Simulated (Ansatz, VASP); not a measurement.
**Sn: VASP beside Ansatz**

File INCAR:

```
  PREC = Accurate
  ENCUT = 520
  EDIFF = 1E-6
  ISMEAR = -1
  SIGMA = 0.1
  LREAL = False
  LASPH = True
  NELM = 100
  ALGO = Normal
  ISIF = 2
  LWAVE = False
  LCHARG = False
  GGA = B5
  ALDAX = 1.0
  AGGAX = 1.0
  AGGAC = 1.0
  ALDAC = 0.0
  NBANDS = 13
```

File KPOINTS:

```
regular mesh
0
Gamma
  13 13 13
```

File POSCAR:

```
Sn
1.0
   -1.9698513872      1.9698513872      1.9698513872
    1.9698513872     -1.9698513872      1.9698513872
    1.9698513872      1.9698513872     -1.9698513872
Sn
1
Direct
    0.0000000000      0.0000000000      0.0000000000
```

Input for Ansatz:

```yaml
crystal:
  lattice:
    - [-1.9698513872, 1.9698513872, 1.9698513872]
    - [1.9698513872, -1.9698513872, 1.9698513872]
    - [1.9698513872, 1.9698513872, -1.9698513872]
  atoms:
    - { symbol: Sn, position: [0.0, 0.0, 0.0] }
hamiltonian:
  xc: blyp
  pseudopotentials:
    kind: paw
    azcp:
      Sn: "pseudopotentials/Sn.paw.azcp"
basis:
  ecutwfc: 420
  fft_grid_basis: typed
kpoints:
  mp_grid: { grid: [13, 13, 13], shift: [0, 0, 0] }
magnetization:
  spin_polarized: false
scf:
  occupations: { method: fermi_dirac, width: 0.1 }
  lower_state_search: "off"
output:
  stress: true
```

Alike in both runs: task single point; functional BLYP; k mesh 13 × 13 × 13; occupations fermi-dirac, width 0.1 eV; no spin polarisation.

|  | VASP | Ansatz |
| --- | --- | --- |
| version | VASP 6.6.1 | Ansatz 0.2.0 |
| potentials or method | VASP PAW PBE potentials, release 64 (Sn_d), cutoff 520 eV | plane waves (420 eV) with PAW, scalar-relativistic |
| valence electrons in the cell | 14 | 14 |

```csv
,VASP,Ansatz,Ansatz less VASP
pressure (GPa),0.1,0.1,+0.05
```

VASP's potentials were made for PBE, not for BLYP.
